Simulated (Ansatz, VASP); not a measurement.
## Two plane-wave programs on BiTe

```
CELL_PARAMETERS angstrom
0.00000 3.25119 3.40302
3.25119 0.00000 3.40302
3.25119 3.25119 0.00000
ATOMIC_POSITIONS crystal
Bi 0.01017 0.01017 0.98983
Te 0.48334 0.48334 0.51666
```

Change from the starting cell: mode 6 frozen in at -0.108 Å, normal strain along z +0.0467.

Alike in both runs: task single point; functional PBE; k mesh 12 × 12 × 12; occupations gaussian, width 0.15 eV; no spin polarisation.

|  | VASP | Ansatz |
| --- | --- | --- |
| version | VASP 6.6.1 | Ansatz 0.2.0 |
| potentials or method | VASP PAW PBE potentials, release 64 (Bi_d, Te), cutoff 520 eV | scalar-relativistic, plane waves, PAW |
| valence electrons in the cell | 21 | 31 |

|  | VASP | Ansatz | Ansatz less VASP |
| --- | --- | --- | --- |
| gap on the k mesh at the Fermi level (eV) | none | none | - |
| pressure (GPa) | -1.4 | -1.4 | +0.06 |
| traceless stress, the component that is largest in VASP (GPa) | -1.56 | -1.56 | -0.008 |
| rms of the force components (eV/Å) | 0.113 | 0.113 | -0.0003 |

Atom by atom the forces differ by 0.000 eV/Å (rms over components). A gap of «none» marks a metal or a gap that the smearing closes. With one functional, cell and mesh, what is left measures potentials, basis and numerics. VASP's potentials hold 21 valence electrons a cell and Ansatz's 31, so a difference there can come from the potentials and not from the codes.

Neither program's run includes spin-orbit coupling.
